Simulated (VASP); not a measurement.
Fe:

```
Fe
1.0
     2.28307    0.00000    0.00000
     0.00000    2.28307    0.00000
     0.00000    0.00000    2.28307
Fe
1
Cartesian
  0.0000 0.0000 0.0000
```

This isn't the form of Fe at room conditions, which is bcc.

```yaml
Program: VASP 6.6.1
Task: relaxation of cell and atoms
Functional: PBE
Potentials_or_basis: VASP PAW PBE potentials, release 64 (Fe_sv)
Cutoff: 690 eV
k_mesh: 18 × 18 × 18
Occupations: fermi-dirac, width 0.03 eV
Spin: collinear spin, ferromagnetic start
Starting_moments: "[3.0] μB"
```

At the start: pressure 17.5 GPa; volume 11.90 Å³/atom.

Question: How do energy, volume and symmetry change on relaxing?

Answer: Over 17 steps the energy falls by 63.1 meV/atom and the volume is 13.09 Å³/atom (+10.0 %); space group Pm-3m (No. 221, to 0.1 Å) before and after; moment 2.34 μB per cell.

The path:
```tsv
step	energy change (eV)	largest force (eV/Å)	pressure (GPa)	volume (Å³)
1	0.0000	0.0000	17.53	11.90
2	-0.0216	0.0000	-9.85	14.29
3	-0.0630	0.0000	-0.41	13.13
4	-0.0631	0.0000	-0.08	13.10
5	-0.0631	0.0000	0.23	13.07
6	-0.0631	0.0000	0.25	13.07
7	-0.0631	0.0000	0.22	13.07
8	-0.0631	0.0000	0.24	13.07
9	-0.0631	0.0000	0.24	13.07
10	-0.0631	0.0000	0.24	13.08
11	-0.0631	0.0000	0.24	13.08
12	-0.0631	0.0000	0.23	13.08
13	-0.0631	0.0000	0.22	13.08
14	-0.0631	0.0000	0.20	13.08
15	-0.0631	0.0000	0.19	13.08
16	-0.0631	0.0000	0.14	13.08
17	-0.0631	0.0000	0.04	13.09
```

Final structure:
```
Fe
1.0
     2.35688    0.00000    0.00000
     0.00000    2.35688    0.00000
     0.00000    0.00000    2.35688
Fe
1
Direct
  0.00000 0.00000 0.00000
```
